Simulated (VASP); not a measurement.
Set up this calculation in VASP 6.6.1, as the native input.

```yaml
Task: single point
Functional: PBE
Potentials_or_basis: VASP PAW PBE potentials, release 64 (Be)
Cutoff: 520 eV
k_mesh: 13 × 13 × 13
Occupations: fermi-dirac, width 0.1 eV
Spin: no spin polarisation
Dipole_correction: no
Further_INCAR_settings: ALGO = Normal; EDIFF = 1e-06; NBANDS = 9
```

The structure of Be lies in POSCAR:

```
Be
1.0
    0.0000000000      2.5437692968      2.5437692968
    2.5437692968      0.0000000000      2.5437692968
    2.5437692968      2.5437692968      0.0000000000
Be
2
Direct
    0.1250000000      0.1250000000      0.1250000000
    0.8750000000      0.8750000000      0.8750000000
```

This cell differs from its parent crystal: volume scaled by 1.12.

These files were run (other wordings do the same):

INCAR

```
ALGO = Normal
EDIFF = 1E-6
ENCUT = 520
GGA = PE
ISIF = 2
ISMEAR = -1
LASPH = True
LCHARG = True
LELF = True
LREAL = False
LVHAR = True
LWAVE = False
NBANDS = 9
NELM = 100
PREC = Accurate
SIGMA = 0.1
```

KPOINTS

```
k-points
0
Gamma
  13 13 13
```

Potentials or basis: VASP PAW PBE potentials, release 64 (Be).

The run is started by

```console
$ cat potpaw_PBE.64/Be/POTCAR > POTCAR
$ mpirun -np 1 vasp_std > vasp.out
```

It gave:

```json
{"Pressure": "-4.1 GPa", "Band gap on the k mesh": "zero (band 2 reaches 5.61 eV, above the bottom of band 3 at 0.07 eV)"}
```

Run time: 12 s on 1 thread of AMD EPYC 9R45 96-Core Processor (Zen 5) (shared host), peak memory 0.13 GiB.
